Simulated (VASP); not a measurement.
Write the native input for VASP 6.6.1 that does the following.

```yaml
Task: single point
Functional: r2SCAN
Potentials_or_basis: VASP PAW PBE potentials, release 64 (Tl_d, Cl)
Cutoff: 550 eV
k_mesh: 6 × 6 × 6
Occupations: fermi-dirac, width 0.02 eV
Spin: no spin polarisation
Dipole_correction: no
Further_INCAR_settings: ALGO = Normal; EDIFF = 1e-06; NBANDS = 17
```

Crystal: TlCl (CsCl type).

```
Tl Cl
1.0
     3.90000    0.00000    0.00000
     0.00000    3.90000    0.00000
     0.00000    0.00000    3.90000
Tl Cl
1 1
Direct
  0.00000 0.00000 0.00000
  0.50000 0.50000 0.50000
```

These files were run (other wordings do the same):

POSCAR

```
TlCl
1.0
    3.9000000000      0.0000000000      0.0000000000
    0.0000000000      3.9000000000      0.0000000000
    0.0000000000      0.0000000000      3.9000000000
Tl Cl
1 1
Direct
    0.0000000000      0.0000000000      0.0000000000
    0.5000000000      0.5000000000      0.5000000000
```

INCAR.step1

```
SYSTEM = TlCl
  ALGO = Normal
  EDIFF = 1E-5
  ENCUT = 550
  GGA = PE
  GGA_COMPAT = .False.
  ISMEAR = -1
  LASPH = .True.
  LCHARG = .False.
  LREAL = .False.
  LWAVE = .True.
  NBANDS = 17
  NELM = 120
  PREC = Accurate
  SIGMA = 0.02
```

INCAR.step2

```
SYSTEM = TlCl
  ALGO = Normal
  EDIFF = 1E-6
  ENCUT = 550
  GGA_COMPAT = .False.
  ISIF = 2
  ISMEAR = -1
  ISTART = 1
  LASPH = .True.
  LCHARG = .False.
  LMIXTAU = .True.
  LREAL = .False.
  LWAVE = .False.
  METAGGA = R2SCAN
  NBANDS = 17
  NELM = 120
  PREC = Accurate
  SIGMA = 0.02
```

KPOINTS

```
k-points
0
Gamma
  6 6 6
  0 0 0
```

Potentials or basis: VASP PAW PBE potentials, release 64 (Tl_d, Cl).

Command:

```console
$ cat potpaw_PBE.64/Tl_d/POTCAR potpaw_PBE.64/Cl/POTCAR > POTCAR
$ cp INCAR.step1 INCAR
$ mpirun -np 1 vasp_std > vasp.out
$ cp INCAR.step2 INCAR
$ mpirun -np 1 vasp_std > vasp.out
```

It gave:

- Pressure: -1.2 GPa
- Band gap on the k mesh: 2.63 eV

Caveat: the PAW data sets were made with another functional, which shifts forces and pressure a little; spin-orbit coupling is left out, which moves the levels of the heavy elements.

Run time: 78 s on 1 thread of Oxide Virtual Turin-like Processor, with other jobs on the host, peak memory 0.14 GiB.
